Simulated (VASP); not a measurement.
A run of VASP 6.6.1 is set up as follows.

The input INCAR:

```
ALGO     = Normal         # electronic algorithm
EDIFF    = 1E-6           # SCF threshold, eV
ENCUT    = 520            # plane-wave cutoff, eV
GGA      = PS             # functional
ISIF     = 2              # what is computed and relaxed
ISMEAR   = 0              # smearing method
LASPH    = T              # aspherical terms in the spheres
LCHARG   = F              # write CHGCAR
LREAL    = F              # projectors in reciprocal space
LWAVE    = F              # write WAVECAR
NBANDS   = 35             # bands
NELM     = 80             # most SCF steps
PREC     = Accurate       # precision mode
SIGMA    = 0.02           # smearing width, eV
```

The input KPOINTS:

```
k-points
0
Gamma
  6 6 8
```

The input POSCAR:

```
SnO2
1.0
    4.7684401840      0.0000000000      0.0000000000
    0.0000000000      4.7684401840      0.0000000000
    0.1927437419      0.0000000000      3.2123956984
Sn O
2 4
Direct
    0.5000000000      0.5000000000      0.5000000000
    0.0000000000      0.0000000000      0.0000000000
    0.1959874310      0.8082455622      0.4922183168
    0.8040125690      0.1917544378      0.5077816832
    0.3040125690      0.3082455622      0.0077816832
    0.6959874310      0.6917544378     -0.0077816832
```

Potentials or basis: VASP PAW PBE potentials, release 64 (Sn_d, O).

Run with:

```console
$ cat potpaw_PBE.64/Sn_d/POTCAR potpaw_PBE.64/O/POTCAR > POTCAR
$ mpirun -np 1 vasp_std > vasp.out
```

(1) Predict the largest force.

(2) Predict the pressure.

(3) Predict the band gap on the k mesh.

Results:

(1) 0.017 eV/Å.

(2) 0.6 GPa.

(3) 0.88 eV.

Caveat: the cell differs from its parent crystal (shear of c along a, cell held: +6.0 %, then relaxed in part); the PAW data sets were made with another functional, which shifts forces and pressure a little; spin-orbit coupling is left out, which moves the levels of the heavy elements.
